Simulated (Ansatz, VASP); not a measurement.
# One calculation of SiC, two programs

Contents of POSCAR:

```
SiC
1.0
    0.0000000000      2.0018433848      2.0018433848
    2.0018433848      0.0000000000      2.0018433848
    2.0018433848      2.0018433848      0.0000000000
Si C
1 1
Direct
    0.0000000000      0.0000000000      0.0000000000
    0.5000000000      0.5000000000      0.5000000000
```

Contents of INCAR.step1:

```
SYSTEM = SiC
  ALGO = Normal
  EDIFF = 1E-5
  ENCUT = 520
  GGA = PE
  ISIF = 2
  ISMEAR = 0
  LASPH = .True.
  LCHARG = .False.
  LREAL = .False.
  LWAVE = .True.
  NBANDS = 11
  NELM = 60
  PREC = Accurate
  SIGMA = 0.05
```

File INCAR.step2:

```
SYSTEM = SiC
  AEXX = 0.25
  ALGO = Normal
  EDIFF = 1E-6
  ENCUT = 520
  GGA = PE
  ISIF = 2
  ISMEAR = 0
  ISTART = 1
  LASPH = .True.
  LCHARG = .False.
  LHFCALC = .True.
  LREAL = .False.
  LWAVE = .False.
  NBANDS = 11
  NELM = 60
  PREC = Accurate
  PRECFOCK = Normal
  SIGMA = 0.05
```

KPOINTS

```
k-points
0
Gamma
  8 8 8
  0 0 0
```

Input for Ansatz:

```yaml
crystal:
  lattice:
    - [0.0, 2.0018433848, 2.0018433848]
    - [2.0018433848, 0.0, 2.0018433848]
    - [2.0018433848, 2.0018433848, 0.0]
  atoms:
    - { symbol: Si, position: [0.0, 0.0, 0.0] }
    - { symbol: C, position: [0.5, 0.5, 0.5] }
basis:
  ecutwfc: 420
kpoints:
  mp_grid: { grid: [8, 8, 8] }
hamiltonian:
  xc: pbe0
scf:
  occupations: { method: gaussian, width: 0.05 }
output:
  forces: true
  stress: true
  eigenvalues: true
```

Alike in both runs: task single point; functional PBE0; k mesh 8 × 8 × 8; occupations gaussian, width 0.05 eV; no spin polarisation.

```csv
,VASP,Ansatz
version,VASP 6.6.1,Ansatz 0.2.0
potentials or method,"VASP PAW PBE potentials, release 64 (Si, C), cutoff 520 eV","scalar-relativistic, plane waves, PAW"
valence electrons in the cell,8,8
```

```tsv
	VASP	Ansatz	Ansatz less VASP
gap on the k mesh at the Fermi level (eV)	0.62	0.63	+0.014
least direct gap on the mesh (eV)	5.56	5.56	-0.003
pressure (GPa)	-0.2	0.0	+0.18
```

Ansatz's warnings: stress exchange threshold loose, stress scf threshold loose.
